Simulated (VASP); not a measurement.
# KBr (Fm-3m) in VASP: single point with PBE

Aim: the single point of KBr with PBE.

All numbers are computed with VASP 6.6.1; they aren't measurements. Logs are shortened: lines on timing, memory, paths and dates and some standing lists are left out, and cuts for length are marked.

## Step 1: The cell of the first run

It takes space group Fm-3m (No. 225, cubic). The conventional cell has a = 6.726 Å, b = 6.726 Å, c = 6.726 Å, α = 90.00°, β = 90.00°, γ = 90.00°. Within 4.4 Å of K (site symmetry m-3m) lie 6 Br at 3.36 Å. Br (site symmetry m-3m) has 6 K at 3.36 Å within 4.4 Å.

## Step 2: Single point, PBE

The input, POSCAR:

```
KBr
1.0
    0.0000000000      3.3630830000      3.3630830000
    3.3630830000      0.0000000000      3.3630830000
    3.3630830000      3.3630830000      0.0000000000
K Br
1 1
Direct
    0.0000000000      0.0000000000      0.0000000000
    0.5000000000      0.5000000000      0.5000000000
```

The input, INCAR.step1:

```
PREC = Accurate
ENCUT = 400
EDIFF = 1E-6
ISMEAR = 0
SIGMA = 0.087
LREAL = False
LASPH = True
NELM = 120
ALGO = Normal
ISIF = 2
LWAVE = False
LCHARG = True
GGA = PE
NBANDS = 15
GGA_COMPAT = False
NEDOS = 2001
LORBIT = 11
```

The input, KPOINTS.step1:

```
Automatic mesh
0
Gamma
  7 7 7
```

The input, INCAR.step2:

```
PREC = Accurate
ENCUT = 400
EDIFF = 1E-6
ISMEAR = -5
SIGMA = 0.087
LREAL = False
LASPH = True
NELM = 120
ALGO = Normal
ISIF = 2
LWAVE = False
LCHARG = False
GGA = PE
LORBIT = 11
NBANDS = 15
NEDOS = 1001
ICHARG = 11
GGA_COMPAT = False
```

The input, KPOINTS.step2:

```
Automatic mesh
0
Gamma
  11 11 11
```

Potentials or basis: VASP PAW PBE potentials, release 64 (K_sv, Br).

On the command line:

```console
$ cat potpaw_PBE.64/K_sv/POTCAR potpaw_PBE.64/Br/POTCAR > POTCAR
$ cp INCAR.step1 INCAR
$ cp KPOINTS.step1 KPOINTS
$ mpirun -np 1 vasp_std > vasp.out
$ cp INCAR.step2 INCAR
$ cp KPOINTS.step2 KPOINTS
$ mpirun -np 1 vasp_std > vasp.out
```

OUTCAR:

```text
PREC = Accurate
   ENCUT = 400
   EDIFF = 1E-6
   ISMEAR = -5
   LREAL = False
   LASPH = True
   NELM = 120
   ISIF = 2
   GGA = PE
   LORBIT = 11
   ICHARG = 11

 ion  position               nearest neighbor table
   1  0.000  0.000  0.000-
   2  0.500  0.500  0.500-

  LATTYP: Found a face centered cubic cell.
 ALAT       =     6.7261660000

  Lattice vectors:

 A1 = (   0.0000000000,   3.3630830000,   3.3630830000)
 A2 = (   3.3630830000,   0.0000000000,   3.3630830000)
 A3 = (   3.3630830000,   3.3630830000,   0.0000000000)

Analysis of symmetry for initial positions (statically):
=====================================================================
 Subroutine PRICEL returns:
 Original cell was already a primitive cell.

 Routine SETGRP: Setting up the symmetry group for a
 face centered cubic supercell.

 Subroutine GETGRP returns: Found 48 space group operations
 (whereof 48 operations were pure point group operations)
 out of a pool of 48 trial point group operations.

The static configuration has the point symmetry O_h .

Analysis of symmetry for dynamics (positions and initial velocities):
=====================================================================
 Subroutine PRICEL returns:
 Original cell was already a primitive cell.

 Routine SETGRP: Setting up the symmetry group for a
 face centered cubic supercell.

 Subroutine GETGRP returns: Found 48 space group operations
 (whereof 48 operations were pure point group operations)
 out of a pool of 48 trial point group operations.

The dynamic configuration has the point symmetry O_h .

 Subroutine INISYM returns: Found 48 space group operations
 (whereof 48 operations are pure point group operations),
 and found     1 'primitive' translations

----------------------------------------------------------------------------------------

                                     Primitive cell

  volume of cell :      76.0751

  direct lattice vectors                    reciprocal lattice vectors
     0.000000000  3.363083000  3.363083000    -0.148673107  0.148673107  0.148673107
     3.363083000  0.000000000  3.363083000     0.148673107 -0.148673107  0.148673107
     3.363083000  3.363083000  0.000000000     0.148673107  0.148673107 -0.148673107

  length of vectors
     4.756117590  4.756117590  4.756117590     0.257509376  0.257509376  0.257509376

  position of ions in fractional coordinates (direct lattice)
     0.000000000  0.000000000  0.000000000
[... 96 lines left out ...]
   EFERMI_NEDOS =   21; number of points for ismear=-14 and -15
   IALGO  =     38    algorithm
   IMIX   =      4    mixing-type and parameters
     AMIX     =   0.40;   BMIX     =  1.00
     AMIX_MAG =   1.60;   BMIX_MAG =  1.00
  volume/ion in A,a.u.               =      38.04       256.69
  Fermi-wavevector in a.u.,A,eV,Ry     =   0.973570  1.839781 12.896130  0.947839
  Thomas-Fermi vector in A             =   2.103960
   LORBIT       =     11    0 simple, 1 ext, 2 COOP (PROOUT), +10 PAW based schemes
   GGA     = PE    functional components
   LHFCALC =     F    Hartree Fock is set to
   AEXX    =    0.0000 exact exchange contribution
   IVDW    =     0    specifies the selected vdW correction
   LEPSILON=     F    determine dielectric tensor
   LRPA    =     F    only Hartree local field effects (RPA)
 non-spin polarized calculation
 Fermi weights with tetrahedron method with Bloechl corrections
  energy-cutoff  :      400.00
  volume of cell :       76.08
 maximum number of plane-waves:      1411

 number of electron      16.0000003 magnetization

 Free energy of the ion-electron system (eV)
  ---------------------------------------------------
  ext. energy  EPLUGINS =         0.00000000
  ---------------------------------------------------
  free energy    TOTEN  =        -6.22317298 eV

  energy without entropy =       -6.22317298  energy(sigma->0) =       -6.22317298

 E-fermi :  -1.9361     XC(G=0):  -7.1466

 val. band max:       -1.9557872721   @ k =   0.0000   0.0000   0.0000
 cond. band min:       2.3298705087   @ k =   0.0000   0.0000   0.0000
 fundamental gap:      4.2856577807
 Fermi energy:        -1.9361082531

 k-point     1 :       0.0000    0.0000    0.0000
  band No.  band energies     occupation
      1     -29.8630      2.00000
      2     -14.1833      2.00000
      3     -13.3352      2.00000
      4     -13.3352      2.00000
      5     -13.3352      2.00000
      6      -1.9558      2.00000
      7      -1.9558      2.00000
      8      -1.9558      2.00000
      9       2.3299      0.00000
     10       5.6303      0.00000
     11       5.6303      0.00000
     12       5.6303      0.00000
     13       6.4184      0.00000
     14       6.4184      0.00000
[... 401 lines left out ...]
      2     -14.2773      2.00000
      3     -13.3528      2.00000
      4     -13.3359      2.00000
      5     -13.1998      2.00000
      6      -2.6436      2.00000
      7      -2.1656      2.00000
      8      -2.1586      2.00000
      9       3.9129      0.00000
     10       5.2784      0.00000
     11       6.3295      0.00000
     12       6.7879      0.00000
     13       7.1237      0.00000
     14       7.6134      0.00000
     15       9.2980      0.00000

 [... further k-points ...]

------------------------ aborting loop because EDIFF is reached ----------------------------------------

  FORCE on cell =-STRESS in cart. coord.  units (eV):
  Direction    XX          YY          ZZ          XY          YZ          ZX
  --------------------------------------------------------------------------------------
  -------------------------------------------------------------------------------------
  Total       -0.0551278     -0.0551278     -0.0551278      0.0000000      0.0000000      0.0000000
  in kB       -1.1610176     -1.1610176     -1.1610176      0.0000000      0.0000000      0.0000000
  external PRESSURE =      -1.1610176 kB  Pullay stress =       0.0000000 kB

 VOLUME and BASIS-vectors are now :
 -----------------------------------------------------------------------------
  energy-cutoff  :      400.00
  volume of cell :       76.08
      direct lattice vectors                 reciprocal lattice vectors
     0.000000000  3.363083000  3.363083000    -0.148673107  0.148673107  0.148673107
     3.363083000  0.000000000  3.363083000     0.148673107 -0.148673107  0.148673107
     3.363083000  3.363083000  0.000000000     0.148673107  0.148673107 -0.148673107

 POSITION                                       TOTAL-FORCE (eV/Angst)
 -----------------------------------------------------------------------------------
      0.00000      0.00000      0.00000         0.000000      0.000000      0.000000
      3.36308      3.36308      3.36308         0.000000      0.000000      0.000000
 -----------------------------------------------------------------------------------
    total drift:                                0.000000     -0.000000     -0.000000

  FREE ENERGIE OF THE ION-ELECTRON SYSTEM (eV)
  ---------------------------------------------------
  free  energy   TOTEN  =        -6.2231729759 eV

  energy  without entropy=       -6.2231729759  energy(sigma->0) =       -6.22317298

 total charge

# of ion       s       p       d       tot
------------------------------------------
    1        1.956   5.576   0.021   7.553
    2        1.599   3.294   0.001   4.894
--------------------------------------------------
tot          3.555   8.870   0.022  12.446
```

OUTCAR.step1:

```text
PREC = Accurate
   ENCUT = 400
   EDIFF = 1E-6
   ISMEAR = 0
   LREAL = False
   LASPH = True
[... 578 lines left out ...]
    total drift:                                0.000000     -0.000000     -0.000000

  FREE ENERGIE OF THE ION-ELECTRON SYSTEM (eV)
  ---------------------------------------------------
  free  energy   TOTEN  =        -6.2231725983 eV

  energy  without entropy=       -6.2231725983  energy(sigma->0) =       -6.22317260

 total charge

# of ion       s       p       d       tot
------------------------------------------
    1        1.956   5.576   0.021   7.553
    2        1.599   3.294   0.001   4.894
--------------------------------------------------
tot          3.555   8.870   0.022  12.446
```

It took 39 s on 1 thread of AMD EPYC 7R43 (Zen 3), shared host; peak memory 0.16 GiB.

Results:

```yaml
Valence_electrons_inside_the_program's_atomic_spheres: K 7.55; Br 4.89
```
